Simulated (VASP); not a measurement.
Write the native input for VASP 6.6.1 that does the following.

```yaml
Task: single point
Functional: RPBE
Potentials_or_basis: VASP PAW PBE potentials, release 64 (Ti_sv, Al)
Cutoff: 520 eV
k_mesh: 10 × 10 × 10
Occupations: fermi-dirac, width 0.05 eV
Spin: no spin polarisation
Dipole_correction: no
Further_INCAR_settings: ALGO = Normal; EDIFF = 1e-06; NBANDS = 18
```

The structure of TiAl3 lies in POSCAR:

```
TiAl3
1.0
   -1.9376690430      1.9376690430      4.3354117264
    1.9376690430     -1.9376690430      4.3354117264
    1.9376690430      1.9376690430     -4.3354117264
Ti Al
1 3
Direct
    0.0000000000      0.0000000000      0.0000000000
    0.2500000000      0.7500000000      0.5000000000
    0.7500000000      0.2500000000      0.5000000000
    0.5000000000      0.5000000000      0.0000000000
```

The input as run:

INCAR

```
  ALGO = Normal
  EDIFF = 1E-6
  ENCUT = 520
  GGA = RP
  ISIF = 2
  ISMEAR = -1
  LASPH = T
  LCHARG = F
  LREAL = F
  LWAVE = F
  NBANDS = 18
  NELM = 60
  PREC = Accurate
  SIGMA = 0.05
```

KPOINTS

```
k-points
0
Gamma
  10 10 10
```

Potentials or basis: VASP PAW PBE potentials, release 64 (Ti_sv, Al).

Launch:

```bash
$ cat potpaw_PBE.64/Ti_sv/POTCAR potpaw_PBE.64/Al/POTCAR > POTCAR
$ mpirun -np 1 vasp_std > vasp.out
```

It gave:

- Pressure: -0.2 GPa
- Band gap on the k mesh: zero (an odd number of electrons rules out a gap without spin polarisation)

Caveat: the PAW data sets were made with another functional, which shifts forces and pressure a little.

Run time: 3.5 min on 1 thread of Intel Xeon 8259CL (shared host), peak memory 0.31 GiB.
